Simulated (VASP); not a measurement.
# Ni (Fm-3m) in VASP: single point with PBE

Aim: the single point of Ni with PBE.

All numbers are computed with VASP 6.6.1; they aren't measurements. Logs are shortened: lines on timing, memory, paths and dates and some standing lists are left out, and cuts for length are marked.

### Step 1. The cell of the first run

It takes space group Fm-3m (No. 225, cubic). Conventional cell: a = 3.535 Å, b = 3.535 Å, c = 3.535 Å, α = 90.00°, β = 90.00°, γ = 90.00°. Within 3.3 Å of Ni (site symmetry m-3m) lie 12 Ni at 2.50 Å.

### Step 2. Single point, PBE, collinear spin, ferromagnetic start

File INCAR:

```
PREC = Accurate ; ENCUT = 520
EDIFF = 1E-7 ; ISMEAR = -1
SIGMA = 0.05 ; LREAL = F
LASPH = T ; NELM = 150
ALGO = Normal ; ISIF = 2
LWAVE = F ; LCHARG = F
ISPIN = 2 ; MAGMOM = 2.8 2.8
LORBIT = 11 ; LMAXMIX = 4
GGA = PE ; NBANDS = 21
ISYM = 0
```

File KPOINTS:

```
regular mesh
0
Gamma
  8 13 10
```

File POSCAR:

```
Ni
1.0
   -1.7673500000     -3.5347000000     -1.7673500000
   -1.7673500000      0.0000000000     -1.7673500000
    1.7673500000      0.0000000000     -1.7673500000
Ni
2
Direct
    0.0000000000      0.0000000000      0.0000000000
    0.5000000000      0.0000000000      0.5000000000
```

Potentials or basis: VASP PAW PBE potentials, release 64 (Ni).

On the command line:

```sh
cat potpaw_PBE.64/Ni/POTCAR > POTCAR
mpirun -np 1 vasp_std > vasp.out
```

OUTCAR:

```text
PREC = Accurate
   ENCUT = 520
   EDIFF = 1E-7
   ISMEAR = -1
   LREAL = F
   LASPH = T
   NELM = 150
   ISIF = 2
   ISPIN = 2
   LORBIT = 11
   GGA = PE
   ISYM = 0

 ion  position               nearest neighbor table
   1  0.000  0.000  0.000-   2 2.50   2 2.50   2 2.50   2 2.50   2 2.50   2 2.50   2 2.50   2 2.50

   2  0.500  0.000  0.500-   1 2.50   1 2.50   1 2.50   1 2.50   1 2.50   1 2.50   1 2.50   1 2.50

IMPORTANT INFORMATION: All symmetrisations will be switched off!
NOSYMM: (Re-)initialisation of all symmetry stuff for point group C_1.

----------------------------------------------------------------------------------------

                                     Primitive cell

  volume of cell :      22.0815

  direct lattice vectors                    reciprocal lattice vectors
    -1.767350000 -3.534700000 -1.767350000     0.000000000 -0.282909441  0.000000000
    -1.767350000  0.000000000 -1.767350000    -0.282909441  0.282909441 -0.282909441
     1.767350000  0.000000000 -1.767350000     0.282909441  0.000000000 -0.282909441

  length of vectors
     4.329105697  2.499410339  2.499410339     0.282909441  0.490013525  0.400094368

  position of ions in fractional coordinates (direct lattice)
     0.000000000  0.000000000  0.000000000
     0.500000000  0.000000000  0.500000000

  ion indices of the primitive-cell ions
   primitive index   ion index
                 1           1
                 2           2

----------------------------------------------------------------------------------------

 KPOINTS: regular mesh

Automatic generation of k-mesh.
 Grid dimensions read from file:
 generate k-points for:    8   13   10

 Generating k-lattice:

  Cartesian coordinates                     Fractional coordinates (reciprocal lattice)
     0.000000000 -0.035363680  0.000000000     0.125000000  0.000000000  0.000000000
    -0.021762265  0.021762265 -0.021762265     0.000000000  0.076923077  0.000000000
     0.028290944  0.000000000 -0.028290944     0.000000000  0.000000000  0.100000000

  Length of vectors
     0.035363680  0.037693348  0.040009437

  Shift w.r.t. Gamma in fractional coordinates (k-lattice)
     0.000000000  0.000000000  0.000000000

 -----------------------------------------------------------------------------
|                                                                             |
|           W    W    AA    RRRRR   N    N  II  N    N   GGGG   !!!           |
|           W    W   A  A   R    R  NN   N  II  NN   N  G    G  !!!           |
|           W    W  A    A  R    R  N N  N  II  N N  N  G       !!!           |
|           W WW W  AAAAAA  RRRRR   N  N N  II  N  N N  G  GGG   !            |
|           WW  WW  A    A  R   R   N   NN  II  N   NN  G    G                |
|           W    W  A    A  R    R  N    N  II  N    N   GGGG   !!!           |
|                                                                             |
|     Your reciprocal lattice and k-lattice belong to different lattice       |
|     classes:                                                                |
|                                                                             |
|        The reciprocal lattice is simple tetragonal,                         |
|        whereas your k-lattice is simple monoclinic.                         |
|                                                                             |
|     Results are often still useful ...                                      |
|                                                                             |
 -----------------------------------------------------------------------------

 WARNING: IBZKPT: internal override: KBLOWUP is changed to .FALSE.
      ... skipping the blow-up phase ...

 Subroutine IBZKPT returns following result:
 ===========================================

 Found    522 irreducible k-points:

 Following reciprocal coordinates:
            Coordinates               Weight
  0.000000  0.000000  0.000000      1.000000
  0.125000  0.000000  0.000000      2.000000
  0.250000  0.000000  0.000000      2.000000
  0.375000  0.000000  0.000000      2.000000
  0.500000  0.000000  0.000000      1.000000
  0.000000  0.076923  0.000000      2.000000
[... 16 lines left out ...]
  0.125000  0.230769  0.000000      2.000000
  0.250000  0.230769  0.000000      2.000000
 [... further k-points ...]
   k-points           NKPTS =    522   k-points in BZ     NKDIM =    522   number of bands    NBANDS=     21
   number of dos      NEDOS =    301   number of ions     NIONS =      2
   total plane-waves  NPLWV =  12800
   dimension x,y,z NGX =    32 NGY =   20 NGZ =   20
   dimension x,y,z NGXF=    64 NGYF=   40 NGZF=   40
   ions per type =               2
   NGX,Y,Z   is equivalent  to a cutoff of  12.29, 13.30, 13.30 a.u.
   NGXF,Y,Z  is equivalent  to a cutoff of  24.58, 26.61, 26.61 a.u.
 SYSTEM =  unknown system
   PREC   = accura    normal or accurate (medium, high low for compatibility)
   ISTART =      0    job   : 0-new  1-cont  2-samecut
   ICHARG =      2    charge: 1-file 2-atom 10-const
   ISPIN  =      2    spin polarized calculation?
   LNONCOLLINEAR =      F non collinear calculations
   LSORBIT =      F    spin-orbit coupling
   LASPH  =      T    aspherical Exc in radial PAW
   ENCUT  =  520.0 eV  38.22 Ry    6.18 a.u.   8.05  4.65  4.65*2*pi/ulx,y,z
   NELM   =    150;   NELMIN=  2; NELMDL= -5     # of ELM steps
   EDIFF  = 0.1E-06   stopping-criterion for ELM
   LREAL  =      F    real-space projection
   EDIFFG = 0.1E-05   stopping-criterion for IOM
   NSW    =      0    number of steps for IOM
   IBRION =     -1    ionic relax: 0-MD 1-quasi-New 2-CG
   NFREE  =      0    steps in history (QN), initial steepest desc. (CG)
   ISIF   =      2    stress and relaxation
   ISYM   =      0    0-nonsym 1-usesym 2-fastsym
   POTIM  = 0.5000    time-step for ionic-motion
   TEBEG  =    0.0;   TEEND  =   0.0 temperature during run
   PSTRESS=    0.0 pullay stress
   NELECT =      20.0000    total number of electrons
   NUPDOWN=      -1.0000    fix difference up-down
   EMIN   =  10.00;   EMAX   =-10.00  energy-range for DOS
   EFERMI =   0.00;   METHOD = LEGACY
   ISMEAR =    -1;   SIGMA  =   0.05  broadening in eV -4-tet -1-fermi 0-gaus
   EFERMI_NEDOS =   21; number of points for ismear=-14 and -15
   IALGO  =     38    algorithm
   IMIX   =      4    mixing-type and parameters
     AMIX     =   0.40;   BMIX     =  1.00
     AMIX_MAG =   1.60;   BMIX_MAG =  1.00
  volume/ion in A,a.u.               =      11.04        74.51
  Fermi-wavevector in a.u.,A,eV,Ry     =   1.583953  2.993237 34.135750  2.508907
  Thomas-Fermi vector in A             =   2.683645
   LORBIT       =     11    0 simple, 1 ext, 2 COOP (PROOUT), +10 PAW based schemes
   GGA     = PE    functional components
   LHFCALC =     F    Hartree Fock is set to
   AEXX    =    0.0000 exact exchange contribution
   IVDW    =     0    specifies the selected vdW correction
   LEPSILON=     F    determine dielectric tensor
   LRPA    =     F    only Hartree local field effects (RPA)
 spin polarized calculation
  energy-cutoff  :      520.00
  volume of cell :       22.08
 maximum number of plane-waves:       613
   NGX = 17   NGY =  9   NGZ =  9

 number of electron      19.9999987 magnetization       1.3071276

 Free energy of the ion-electron system (eV)
  ---------------------------------------------------
  ext. energy  EPLUGINS =         0.00000000
  ---------------------------------------------------
  free energy    TOTEN  =       -10.95411846 eV

  energy without entropy =      -10.92591299  energy(sigma->0) =      -10.94001572

 E-fermi :   9.1726     XC(G=0): -13.1699

 val. band max:        9.1723541092   @ k =  -0.3750   0.3077   0.4000
 cond. band min:       9.1727865070   @ k =   0.3750   0.3846   0.5000
 fundamental gap:      0.0004323978
 Fermi energy:         9.1726140272

 spin component 1

 k-point     1 :       0.0000    0.0000    0.0000
  band No.  band energies     occupation
      1       0.2592      1.00000
      2       4.5978      1.00000
      3       5.0284      1.00000
      4       6.7466      1.00000
      5       6.7548      1.00000
      6       6.7577      1.00000
[... 13 lines left out ...]
     20      36.5107      0.00000
     21      36.5152      0.00000

 k-point     2 :       0.1250    0.0000    0.0000
  band No.  band energies     occupation
      1       0.4606      1.00000
      2       4.6079      1.00000
      3       5.0890      1.00000
      4       6.6760      1.00000
      5       6.8103      1.00000
      6       6.8132      1.00000
[... 520 lines left out ...]
 k-point    24 :       0.2500    0.2308    0.0000
  band No.  band energies     occupation
      1       1.5884      1.00000
      2       5.1803      1.00000
      3       5.4470      1.00000
      4       6.4373      1.00000
      5       6.9722      1.00000
      6       7.0226      1.00000
[... 13 lines left out ...]
     20      37.9105      0.00000
     21      38.1849      0.00000

 [... further k-points ...]

 spin component 2

 k-point     1 :       0.0000    0.0000    0.0000
  band No.  band energies     occupation
      1       0.2284      1.00000
      2       4.9624      1.00000
      3       5.6796      1.00000
      4       7.5326      1.00000
      5       7.5337      1.00000
      6       7.5395      1.00000
[... 13 lines left out ...]
     20      36.5001      0.00000
     21      36.5015      0.00000

 k-point     2 :       0.1250    0.0000    0.0000
  band No.  band energies     occupation
      1       0.4300      1.00000
      2       4.9533      1.00000
      3       5.7446      1.00000
      4       7.4620      1.00000
      5       7.5901      1.00000
      6       7.5913      1.00000
[... 520 lines left out ...]
 k-point    24 :       0.2500    0.2308    0.0000
  band No.  band energies     occupation
      1       1.5635      1.00000
      2       5.6137      1.00000
      3       6.0356      1.00000
      4       7.1747      1.00000
      5       7.7363      1.00000
      6       7.8115      1.00000
[... 13 lines left out ...]
     20      37.8784      0.00000
     21      38.1560      0.00000

 [... further k-points ...]

------------------------ aborting loop because EDIFF is reached ----------------------------------------

  FORCE on cell =-STRESS in cart. coord.  units (eV):
  Direction    XX          YY          ZZ          XY          YZ          ZX
  --------------------------------------------------------------------------------------
  -------------------------------------------------------------------------------------
  Total       -0.3492706     -0.3354853     -0.3492745      0.0017464      0.0017461     -0.0264651
  in kB      -25.3422326    -24.3420044    -25.3425167      0.1267134      0.1266895     -1.9202442
  external PRESSURE =     -25.0089179 kB  Pullay stress =       0.0000000 kB

 VOLUME and BASIS-vectors are now :
 -----------------------------------------------------------------------------
  energy-cutoff  :      520.00
  volume of cell :       22.08
      direct lattice vectors                 reciprocal lattice vectors
    -1.767350000 -3.534700000 -1.767350000     0.000000000 -0.282909441  0.000000000
    -1.767350000  0.000000000 -1.767350000    -0.282909441  0.282909441 -0.282909441
     1.767350000  0.000000000 -1.767350000     0.282909441  0.000000000 -0.282909441

 POSITION                                       TOTAL-FORCE (eV/Angst)
 -----------------------------------------------------------------------------------
      0.00000      0.00000      0.00000         0.000000      0.000000     -0.000000
      0.00000     -1.76735     -1.76735        -0.000000     -0.000000      0.000000
 -----------------------------------------------------------------------------------
    total drift:                                0.000000     -0.000000     -0.000000

  FREE ENERGIE OF THE ION-ELECTRON SYSTEM (eV)
  ---------------------------------------------------
  free  energy   TOTEN  =       -10.9541184582 eV

  energy  without entropy=      -10.9259129887  energy(sigma->0) =      -10.94001572

 total charge

# of ion       s       p       d       tot
------------------------------------------
    1        0.492   0.486   8.306   9.284
    2        0.492   0.486   8.306   9.284
--------------------------------------------------
tot          0.984   0.972  16.612  18.567

 magnetization (x)

# of ion       s       p       d       tot
------------------------------------------
    1       -0.006  -0.024   0.696   0.666
    2       -0.006  -0.024   0.696   0.666
--------------------------------------------------
tot         -0.011  -0.048   1.391   1.332
```

Run time: 2.7 min. Hardware: 1 thread of Intel Xeon 6975P-C (Granite Rapids), shared host; peak memory 0.41 GiB.

What came out:

```
Free energy                                           : -10.9541 eV
Pressure                                              : -2.5 GPa
Net moment                                            : 1.31 μB per cell
Site moments                                          : Ni +0.67 μB
Valence electrons inside the program's atomic spheres : Ni 9.28
```

Levels at points of the mesh, in eV from the Fermi level:
Spin up:
```csv
k point,band 9,band 10,band 11,band 12,band 13,band 14
"(0.00, 0.00, 0.00)",-0.57,-0.50,-0.50,2.44,9.08,14.68
"(0.50, 0.00, 0.00)",-1.60,-1.60,-0.92,-0.92,19.06,19.06
"(0.00, 0.00, 0.50)",-1.40,-1.40,0.91,0.91,11.39,11.39
"(0.50, 0.00, 0.50)",-0.63,-0.63,-0.27,-0.27,5.54,5.54
```
Spin down:
| k point | band 8 | band 9 | band 10 | band 11 | band 12 | band 13 |
| --- | --- | --- | --- | --- | --- | --- |
| (0.00, 0.00, 0.00) | -0.65 | 0.06 | 0.39 | 0.39 | 2.40 | 9.33 |
| (0.50, 0.00, 0.00) | -0.79 | -0.78 | -0.78 | -0.30 | -0.30 | 19.14 |
| (0.00, 0.00, 0.50) | -1.11 | -0.56 | -0.56 | 1.51 | 1.51 | 11.58 |
| (0.50, 0.00, 0.50) | -0.33 | 0.15 | 0.15 | 0.16 | 0.16 | 5.98 |
